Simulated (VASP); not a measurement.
Set up this calculation in VASP 6.6.1, as the native input.

```
Task                   : single point
Functional             : BLYP
Potentials or basis    : VASP PAW PBE potentials, release 64 (Yb)
Cutoff                 : 520 eV
k mesh                 : 17 × 17 × 17
Occupations            : fermi-dirac, width 0.1 eV
Spin                   : no spin polarisation
Dipole correction      : no
Further INCAR settings : ALGO = Normal; EDIFF = 1e-06; NBANDS = 18
```

The structure of Yb lies in POSCAR:

```
Yb
1.0
    0.0000000000      2.5414180104      2.5414180104
    2.5414180104      0.0000000000      2.5414180104
    2.5414180104      2.5414180104      0.0000000000
Yb
1
Direct
    0.0000000000      0.0000000000      0.0000000000
```

One way to write it, as run:

INCAR

```
PREC = Accurate ; ENCUT = 520
EDIFF = 1E-6 ; ISMEAR = -1
SIGMA = 0.1 ; LREAL = F
LASPH = T ; NELM = 100
ALGO = Normal ; ISIF = 2
LWAVE = F ; LCHARG = F
GGA = B5 ; ALDAX = 1.0
AGGAX = 1.0 ; AGGAC = 1.0
ALDAC = 0.0 ; NBANDS = 18
```

KPOINTS

```
regular mesh
0
Gamma
  17 17 17
```

Potentials or basis: VASP PAW PBE potentials, release 64 (Yb).

Launch:

```bash
$ cat potpaw_PBE.64/Yb/POTCAR > POTCAR
$ mpirun -np 1 vasp_std > vasp.out
```

Results of the run:

* Pressure: 2.4 GPa
* Band gap on the k mesh: zero (bands 12 and 13 overlap by 0.06 eV)

Caveat: the PAW data sets were made with another functional, which shifts forces and pressure a little; spin-orbit coupling is left out, which moves the levels of the heavy elements.

Wall time 79 s on 1 thread of Intel(R) Xeon(R) 6975P-C (Granite Rapids), with other jobs on the host, peak memory 0.25 GiB.
